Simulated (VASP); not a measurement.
Set up this calculation in VASP 6.6.1, as the native input.

- Task: single point
- Functional: r2SCAN
- Dispersion: D4
- Potentials or basis: VASP PAW PBE potentials, release 64 (Re)
- Cutoff: 520 eV
- k mesh: 11 × 11 × 6
- Occupations: fermi-dirac, width 0.05 eV
- Spin: no spin polarisation
- Dipole correction: no
- Further INCAR settings: ALGO = Normal; EDIFF = 1e-06; NBANDS = 14

Crystal: Re.

```
CELL_PARAMETERS angstrom
2.77908 0.00000 0.00000
-1.38954 2.40676 0.00000
0.00000 0.00000 4.48773
ATOMIC_POSITIONS crystal
Re 0.66667 0.33333 0.75000
Re 0.33333 0.66667 0.25000
```

The input as run:

POSCAR

```
Re
1.0
    2.7790839766      0.0000000000      0.0000000000
   -1.3895419883      2.4067573230      0.0000000000
    0.0000000000      0.0000000000      4.4877253638
Re
2
Direct
    0.6666666667      0.3333333333      0.7500000000
    0.3333333333      0.6666666667      0.2500000000
```

INCAR.step1

```
PREC = Accurate
ENCUT = 520
ISMEAR = -1
SIGMA = 0.05
LREAL = F
LASPH = T
NELM = 80
NBANDS = 14
GGA = PE
ALGO = Normal
EDIFF = 1E-4
LWAVE = T
LCHARG = F
```

INCAR.step2

```
PREC = Accurate
ENCUT = 520
EDIFF = 1E-6
ISMEAR = -1
SIGMA = 0.05
LREAL = F
LASPH = T
NELM = 80
ALGO = Normal
ISIF = 2
LWAVE = F
LCHARG = F
METAGGA = R2SCAN
LMIXTAU = T
IVDW = 13
VDW_S6 = 1.0
VDW_S8 = 0.6018749
VDW_A1 = 0.51559235
VDW_A2 = 5.77342911
NBANDS = 14
ISTART = 1
```

KPOINTS

```
Automatic mesh
0
Gamma
  11 11 6
```

Potentials or basis: VASP PAW PBE potentials, release 64 (Re).

Command:

```bash
$ cat potpaw_PBE.64/Re/POTCAR > POTCAR
$ cp INCAR.step1 INCAR
$ mpirun -np 1 vasp_std > vasp.out
$ cp INCAR.step2 INCAR
$ mpirun -np 1 vasp_std > vasp.out
```

It gave:

| Item | Value |
| --- | --- |
| Pressure | -9.7 GPa |
| Band gap on the k mesh | zero (bands 7 and 8 overlap by 2.97 eV) |
| Dispersion energy per atom | -0.214 eV |

Caveat: the cell stands under tension; the PAW data sets were made with another functional, which shifts forces and pressure a little; spin-orbit coupling is left out, which moves the levels of the heavy elements.

Run time: 3.4 min on 1 thread of Intel Xeon 8259CL, on a shared host, peak memory 0.17 GiB.
